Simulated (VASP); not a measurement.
Runs of VASP 6.6.1 on Si2W. The structure is that of space group P6_222 (No. 180), or close to it. The cells are those of the table. 

| cell | gap on the mesh (eV) | pressure (GPa) | largest force (eV/Å) |
| --- | --- | --- | --- |
| a = 4.576, b = 4.576, c = 6.438 Å, angles 90.0, 90.0, 120.0°, 9 atoms | none | 7.2 | 0.07 |
| a = 4.462, b = 4.462, c = 6.768 Å, angles 90.0, 90.0, 120.0°, 9 atoms | (b) | 7.2 | 0.05 |
| a = 4.690, b = 4.690, c = 6.273 Å, angles 90.0, 90.0, 120.0°, 9 atoms | 0.03 | 3.5 | 0.15 |
| a = 4.690, b = 4.690, c = 6.438 Å, angles 90.0, 90.0, 120.0°, 9 atoms | none | -3.8 | 0.07 |
| a = 4.576, b = 4.576, c = 6.273 Å, angles 90.0, 90.0, 120.0°, 9 atoms | none | 15.5 | 0.16 |
| a = 4.462, b = 4.462, c = 6.603 Å, angles 90.0, 90.0, 120.0°, 9 atoms | 0.08 | (a) | 0.01 |
| a = 4.462, b = 4.462, c = 6.933 Å, angles 90.0, 90.0, 120.0°, 9 atoms | 0.36 | 1.8 | 0.09 |

Alike in all rows: task single point; level PBEsol; potentials or basis VASP PAW PBE potentials, release 64 (Si, W_sv); no spin polarisation; k mesh 12 × 12 × 6; cutoff (eV) 520; smearing gaussian 0.15 eV.

Task: Estimate the missing entries.

Result: (a) 13.7; (b) 0.22.

Caveats: the PAW data sets were made with another functional, which shifts forces and pressure a little; spin-orbit coupling is left out, which moves the levels of the heavy elements; the stress differs along the axes, from 4 to 13 GPa (at least some runs); the stress differs along the axes, from -3 to 12 GPa (at least some runs); the stress differs along the axes, from -4 to 19 GPa (at least some runs); the stress differs along the axes, from -8 to 5 GPa (at least some runs); the stress differs along the axes, from 9 to 28 GPa (at least some runs).

A k mesh can miss the band edges, and the runs leave out spin-orbit coupling on W.

A gap of «none» marks levels without a gap at the run's occupations.
